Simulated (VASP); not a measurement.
# KF (Pm-3m) in VASP: a series of runs, part 2 of 2

VASP 6.6.1.

### Step 3. Single point, LDA (volume scaled by 0.98)

Contents of INCAR:

```
ALGO     = Normal         # electronic algorithm
EDIFF    = 1E-7           # SCF threshold, eV
ENCUT    = 520            # plane-wave cutoff, eV
ISIF     = 2              # what is computed and relaxed
ISMEAR   = -1             # smearing method
LASPH    = T              # aspherical terms in the spheres
LCHARG   = T              # write CHGCAR
LELF     = T              # ELF
LREAL    = F              # projectors in reciprocal space
LVHAR    = T            
LWAVE    = F              # write WAVECAR
NBANDS   = 15             # bands
NELM     = 100            # most SCF steps
PREC     = Accurate       # precision mode
SIGMA    = 0.02           # smearing width, eV
```

Contents of KPOINTS:

```
k-points
0
Gamma
  9 9 9
```

Contents of POSCAR:

```
KF
1.0
    3.2370821598      0.0000000000      0.0000000000
    0.0000000000      3.2370821598      0.0000000000
    0.0000000000      0.0000000000      3.2370821598
K F
1 1
Direct
    0.0000000000      0.0000000000      0.0000000000
    0.5000000000      0.5000000000      0.5000000000
```

Potentials or basis: VASP PAW LDA potentials, release 64 (K_sv, F).

Started as:

```sh
> cat potpaw_LDA.64/K_sv/POTCAR potpaw_LDA.64/F/POTCAR > POTCAR
> mpirun -np 1 vasp_std > vasp.out
```

OUTCAR:

```text
EDIFF = 1E-7
   ENCUT = 520
   ISIF = 2
   ISMEAR = -1
   LASPH = T
   LREAL = F
   NELM = 100
   PREC = Accurate

 ion  position               nearest neighbor table
   1  0.000  0.000  0.000-   2 2.80   2 2.80   2 2.80   2 2.80   2 2.80   2 2.80   2 2.80   2 2.80

   2  0.500  0.500  0.500-   1 2.80   1 2.80   1 2.80   1 2.80   1 2.80   1 2.80   1 2.80   1 2.80

  LATTYP: Found a simple cubic cell.
 ALAT       =     3.2370821598

  Lattice vectors:

 A1 = (   3.2370821598,   0.0000000000,   0.0000000000)
 A2 = (   0.0000000000,   3.2370821598,   0.0000000000)
 A3 = (   0.0000000000,   0.0000000000,   3.2370821598)

Analysis of symmetry for initial positions (statically):
=====================================================================
 Subroutine PRICEL returns:
 Original cell was already a primitive cell.

 Routine SETGRP: Setting up the symmetry group for a
 simple cubic supercell.

 Subroutine GETGRP returns: Found 48 space group operations
 (whereof 48 operations were pure point group operations)
 out of a pool of 48 trial point group operations.

The static configuration has the point symmetry O_h .

Analysis of symmetry for dynamics (positions and initial velocities):
=====================================================================
 Subroutine PRICEL returns:
 Original cell was already a primitive cell.

 Routine SETGRP: Setting up the symmetry group for a
 simple cubic supercell.

 Subroutine GETGRP returns: Found 48 space group operations
 (whereof 48 operations were pure point group operations)
 out of a pool of 48 trial point group operations.

The dynamic configuration has the point symmetry O_h .

 Subroutine INISYM returns: Found 48 space group operations
 (whereof 48 operations are pure point group operations),
 and found     1 'primitive' translations

----------------------------------------------------------------------------------------

                                     Primitive cell

[... 113 lines left out ...]
  Thomas-Fermi vector in A             =   2.407139
   LORBIT       =      0    0 simple, 1 ext, 2 COOP (PROOUT), +10 PAW based schemes
   GGA     = CA    functional components
   LHFCALC =     F    Hartree Fock is set to
   AEXX    =    0.0000 exact exchange contribution
   IVDW    =     0    specifies the selected vdW correction
   LEPSILON=     F    determine dielectric tensor
   LRPA    =     F    only Hartree local field effects (RPA)
 non-spin polarized calculation
  energy-cutoff  :      520.00
  volume of cell :       33.92
 maximum number of plane-waves:       931
   NGX = 13   NGY = 13   NGZ = 13

 number of electron      15.9999988 magnetization

 Free energy of the ion-electron system (eV)
  ---------------------------------------------------
  ext. energy  EPLUGINS =         0.00000000
  ---------------------------------------------------
  free energy    TOTEN  =        -8.89143325 eV

  energy without entropy =       -8.89143325  energy(sigma->0) =       -8.89143325

 E-fermi :  -1.9302     XC(G=0):  -9.8251

 val. band max:       -2.4084282759   @ k =   0.4444   0.4444   0.0000
 cond. band min:       3.6520022640   @ k =   0.0000   0.0000   0.0000
 fundamental gap:      6.0604305399
 Fermi energy:        -1.9301717562

 k-point     1 :       0.0000    0.0000    0.0000
  band No.  band energies     occupation
      1     -28.8645      2.00000
      2     -20.8819      2.00000
      3     -12.0845      2.00000
      4     -12.0845      2.00000
      5     -12.0845      2.00000
      6      -2.4450      2.00000
      7      -2.4450      2.00000
      8      -2.4450      2.00000
      9       3.6520      0.00000
     10       5.6999      0.00000
     11       5.6999      0.00000
     12      11.5734      0.00000
     13      11.5734      0.00000
     14      11.5734      0.00000
[... 401 lines left out ...]
      2     -20.8126      2.00000
      3     -12.8764      2.00000
      4     -12.6950      2.00000
      5     -12.0041      2.00000
      6      -3.1949      2.00000
      7      -2.9824      2.00000
      8      -2.5535      2.00000
      9       6.5729      0.00000
     10       6.9393      0.00000
     11       9.2508      0.00000
     12       9.5174      0.00000
     13       9.8850      0.00000
     14      11.2786      0.00000
     15      14.3923      0.00000

 [... further k-points ...]
[... 5 lines left out ...]
  --------------------------------------------------------------------------------------
  -------------------------------------------------------------------------------------
  Total       -1.1044865     -1.1044865     -1.1044865     -0.0000000     -0.0000000     -0.0000000
  in kB      -52.1686752    -52.1686752    -52.1686752     -0.0000000     -0.0000000     -0.0000000
  external PRESSURE =     -52.1686752 kB  Pullay stress =       0.0000000 kB

 VOLUME and BASIS-vectors are now :
 -----------------------------------------------------------------------------
  energy-cutoff  :      520.00
  volume of cell :       33.92
      direct lattice vectors                 reciprocal lattice vectors
     3.237082160  0.000000000  0.000000000     0.308920179  0.000000000  0.000000000
     0.000000000  3.237082160  0.000000000     0.000000000  0.308920179  0.000000000
     0.000000000  0.000000000  3.237082160     0.000000000  0.000000000  0.308920179

 POSITION                                       TOTAL-FORCE (eV/Angst)
 -----------------------------------------------------------------------------------
      0.00000      0.00000      0.00000         0.000000      0.000000      0.000000
      1.61854      1.61854      1.61854         0.000000      0.000000      0.000000
 -----------------------------------------------------------------------------------
    total drift:                                0.000000      0.000000     -0.000000

  FREE ENERGIE OF THE ION-ELECTRON SYSTEM (eV)
  ---------------------------------------------------
  free  energy   TOTEN  =        -8.8914332484 eV

  energy  without entropy=       -8.8914332484  energy(sigma->0) =       -8.89143325
```

Wall time 5.9 s (1 thread of Intel Xeon Platinum 8488C (Sapphire Rapids), shared host); peak memory 0.13 GiB.

Results:

* Free energy: -8.8914 eV
* Pressure: -5.2 GPa
* Band gap on the k mesh: 6.06 eV, indirect (least direct gap 6.10 eV)

 A k mesh can miss the band edges.

### Step 4. Single point, LDA (volume scaled by 1.02)

Contents of INCAR:

```
  PREC = Accurate
  ENCUT = 520
  EDIFF = 1E-6
  ISMEAR = -1
  SIGMA = 0.02
  LREAL = False
  LASPH = True
  NELM = 100
  ALGO = Normal
  ISIF = 2
  LWAVE = False
  LCHARG = False
  GGA = CA
  NBANDS = 15
```

Contents of KPOINTS:

```
Automatic mesh
0
Gamma
  9 9 9
```

Contents of POSCAR:

```
KF
1.0
    3.2805381124      0.0000000000      0.0000000000
    0.0000000000      3.2805381124      0.0000000000
    0.0000000000      0.0000000000      3.2805381124
K F
1 1
Direct
    0.0000000000      0.0000000000      0.0000000000
    0.5000000000      0.5000000000      0.5000000000
```

Started as:

```sh
> cat potpaw_LDA.64/K_sv/POTCAR potpaw_LDA.64/F/POTCAR > POTCAR
> mpirun -np 1 vasp_std > vasp.out
```

Run time: 5.7 s. Hardware: 1 thread of Intel Xeon Platinum 8488C (Sapphire Rapids), shared host; peak memory 0.13 GiB.

The run converged. Its results:

- Free energy: -8.8442 eV
- Pressure: -6.1 GPa
- Band gap on the k mesh: 5.79 eV, indirect (least direct gap 5.83 eV)

Levels at points of the mesh, in eV from the valence-band top:
| k point | band 4 | band 5 | band 6 | band 7 | band 8 | band 9 | band 10 | band 11 | band 12 | band 13 |
| --- | --- | --- | --- | --- | --- | --- | --- | --- | --- | --- |
| (0.00, 0.00, 0.00) | -9.81 | -9.81 | -0.04 | -0.04 | -0.04 | 5.79 | 8.06 | 8.06 | 13.73 | 13.73 |

### Step 5. The runs side by side

```tsv
cell	gap on the mesh (eV)	pressure (GPa)
a = 3.215 Å, 2 atoms	6.21	-4.7
a = 3.237 Å, 2 atoms	6.06	-5.2
a = 3.281 Å, 2 atoms	5.79	-6.1
```

Alike in all rows: task single point; level LDA; potentials or basis VASP PAW LDA potentials, release 64 (K_sv, F); no spin polarisation; k mesh 9 × 9 × 9; cutoff (eV) 520; smearing fermi-dirac 0.02 eV.

Total energies depend on the potentials used, so only differences within one code and one set of settings carry meaning.
